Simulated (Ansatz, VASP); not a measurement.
## CdS in VASP and in Ansatz

Contents of INCAR:

```
ALGO = Normal
EDIFF = 1E-6
ENCUT = 520
GGA = PS
ISIF = 2
ISMEAR = 0
LASPH = T
LCHARG = F
LREAL = F
LWAVE = F
NBANDS = 26
NELM = 60
PREC = Accurate
SIGMA = 0.01
```

The input KPOINTS:

```
k-points
0
Gamma
  9 9 4
```

Contents of POSCAR:

```
CdS
1.0
    4.1245340297      0.0000000000      0.0000000000
   -2.0622670149      3.5719512485      0.0000000000
    0.0000000000      0.0000000000      6.7092066191
Cd S
2 2
Direct
    0.3333333333      0.6666666667     -0.0275767485
    0.6666666667      0.3333333333      0.4724232515
    0.3333333333      0.6666666667      0.4045767485
    0.6666666667      0.3333333333      0.9045767485
```

Input for Ansatz:

```yaml
crystal:
  lattice:
    - [4.1245340297, 0.0, 0.0]
    - [-2.0622670149, 3.5719512485, 0.0]
    - [0.0, 0.0, 6.7092066191]
  atoms:
    - { symbol: Cd, position: [0.3333333333, 0.6666666667, -0.0275767485] }
    - { symbol: Cd, position: [0.6666666667, 0.3333333333, 0.4724232515] }
    - { symbol: S, position: [0.3333333333, 0.6666666667, 0.4045767485] }
    - { symbol: S, position: [0.6666666667, 0.3333333333, 0.9045767485] }
basis:
  ecutwfc: 420
  xc_grid: 2
kpoints:
  mp_grid: { grid: [9, 9, 4] }
hamiltonian:
  xc: pbesol
  pseudopotentials: { kind: paw, azcp: { folder: soft_1 } }
scf:
  occupations: { method: fixed }
output:
  forces: true
  stress: true
  eigenvalues: true
  polarization: {}
```

Change from the starting cell: polar distortion scaled by 0.55.

Alike in both runs: task single point; functional PBEsol; k mesh 9 × 9 × 4; no spin polarisation.

|  | VASP | Ansatz |
| --- | --- | --- |
| version | VASP 6.6.1 | Ansatz 0.2.0 |
| potentials or method | VASP PAW PBE potentials, release 64 (Cd, S), cutoff 520 eV | scalar-relativistic, plane waves, PAW |
| occupations | gaussian, width 0.01 eV | fixed |
| valence electrons in the cell | 36 | 52 |

Ansatz gave:

```
gap on the k mesh at the Fermi level (eV)                     : 1.26
least direct gap on the mesh (eV)                             : 1.26
pressure (GPa)                                                : 2.0
traceless stress, the component that is largest in VASP (GPa) : -5.21
rms of the force components (eV/Å)                            : 0.396
```

**Question.** What did VASP give for the same quantities?

**Answer.** gap on the k mesh at the Fermi level (eV): 1.27; least direct gap on the mesh (eV): 1.27; pressure (GPa): 2.4; traceless stress, the component that is largest in VASP (GPa): -5.48; rms of the force components (eV/Å): 0.409.

VASP's potentials were made for PBE, not for PBEsol, and Ansatz warns of the same on its side. Atom by atom the forces differ by 0.013 eV/Å (rms over components). VASP's potentials hold 36 valence electrons a cell and Ansatz's 52, so a difference there can come from the potentials and not from the codes.
